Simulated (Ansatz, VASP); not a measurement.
**SrCl2 in VASP and in Ansatz**

The input INCAR:

```
PREC     = Accurate       # precision mode
ENCUT    = 520            # plane-wave cutoff, eV
EDIFF    = 1E-7           # SCF threshold, eV
ISMEAR   = 1              # smearing method
SIGMA    = 0.001          # smearing width, eV
LREAL    = F              # projectors in reciprocal space
LASPH    = T              # aspherical terms in the spheres
NELM     = 100            # most SCF steps
ALGO     = Normal         # electronic algorithm
ISIF     = 2              # what is computed and relaxed
LWAVE    = F              # write WAVECAR
LCHARG   = F              # write CHGCAR
GGA      = PE             # functional
NBANDS   = 19             # bands
```

KPOINTS

```
Automatic mesh
0
Gamma
  4 4 4
```

POSCAR

```
SrCl2
1.0
    0.0000000000      3.4977180859      3.4977180859
    3.4977180859      0.0000000000      3.4977180859
    3.4977180859      3.4977180859      0.0000000000
Sr Cl
1 2
Direct
    0.0000000000      0.0000000000      0.0000000000
    0.2500000000      0.2500000000      0.2500000000
    0.7500000000      0.7500000000      0.7500000000
```

Input for Ansatz:

```yaml
crystal:
  lattice:
    - [0.0, 3.4977180859, 3.4977180859]
    - [3.4977180859, 0.0, 3.4977180859]
    - [3.4977180859, 3.4977180859, 0.0]
  atoms:
    - { symbol: Sr, position: [0.0, 0.0, 0.0] }
    - { symbol: Cl, position: [0.25, 0.25, 0.25] }
    - { symbol: Cl, position: [0.75, 0.75, 0.75] }
kpoints:
  mp_grid: { grid: [4, 4, 4] }
hamiltonian:
  xc: pbe
scf:
  occupations: { method: methfessel_paxton, width: 0.001 }
  n_extra_bands: 4
output:
  forces: true
  stress: true
  eigenvalues: true
```

Alike in both runs: task single point; functional PBE; k mesh 4 × 4 × 4; occupations methfessel-paxton of order 1, width 0.001 eV; no spin polarisation.

```csv
,VASP,Ansatz
version,VASP 6.6.1,Ansatz 0.2.0
potentials or method,"VASP PAW PBE potentials, release 64 (Sr_sv, Cl)",plane waves
plane-wave cutoff (eV),520,420
valence electrons in the cell,24,24
```

|  | VASP | Ansatz | Ansatz less VASP |
| --- | --- | --- | --- |
| gap on the k mesh at the Fermi level (eV) | 5.31 | 5.31 | +0.005 |
| pressure (GPa) | 0.8 | 0.7 | -0.08 |
